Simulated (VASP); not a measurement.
The system is CeO2.

```
Ce O
1.0
     0.00000    2.66711    2.66711
     2.66711    0.00000    2.66711
     2.66711    2.66711    0.00000
Ce O
1 2
Cartesian
  0.0000 0.0000 0.0000
  4.0007 4.0007 4.0007
  1.3336 1.3336 1.3336
```

Program: VASP 6.6.1. Alike in all runs: task single point; spin collinear, ferromagnetic start; cell as given; k mesh 9 × 9 × 9; cutoff (eV) 520; smearing fermi-dirac 0.05 eV.

Problem. Order these runs on this cell by their pressure, lowest first.
A. level revPBE+D3(BJ); potentials or basis VASP PAW PBE potentials, release 64 (Ce, O)
B. level LDA; potentials or basis VASP PAW LDA potentials, release 64 (Ce, O)
C. level PBEsol; potentials or basis VASP PAW PBE potentials, release 64 (Ce, O)

Solution. B (3.3 GPa), C (7.5 GPa), A (11.1 GPa).

Caveats: the magnetic or orbital state may not be the lowest; the PAW data sets were made with another functional, which shifts forces and pressure a little (some runs).
